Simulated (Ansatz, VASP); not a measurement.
## Two plane-wave programs on Ag2WCl6

```
W Ag Cl
1.0
     0.00000    4.73411    4.73411
     4.73411    0.00000    4.73411
     4.73411    4.73411    0.00000
W Ag Cl
1 2 6
Direct
  0.00000 0.00000 0.00000
  0.25000 0.25000 0.25000
  0.75000 0.75000 0.75000
  0.23120 0.76880 0.76880
  0.76880 0.23120 0.76880
  0.76880 0.23120 0.23120
  0.23120 0.76880 0.23120
  0.76880 0.76880 0.23120
  0.23120 0.23120 0.76880
```

Alike in both runs: task single point; functional PBE; k mesh 6 × 6 × 6; no spin polarisation.

|  | VASP | Ansatz |
| --- | --- | --- |
| version | VASP 6.6.1 | Ansatz 0.2.0 |
| potentials or method | VASP PAW PBE potentials, release 64 (W_sv, Ag, Cl), cutoff 520 eV | PAW plane waves |
| occupations | fermi-dirac, width 0.1 eV | fermi-dirac |
| valence electrons in the cell | 78 | 94 |

VASP gave:

```
pressure (GPa)                     : 11.7
rms of the force components (eV/Å) : 1.688
```

Q: Which values does Ansatz return?

A: Pressure (GPa): 11.8; rms of the force components (eV/Å): 1.690.

Atom by atom the forces differ by 0.003 eV/Å (rms over components). VASP's potentials hold 78 valence electrons a cell and Ansatz's 94, so a difference there can come from the potentials and not from the codes.

Spin-orbit coupling is off throughout.
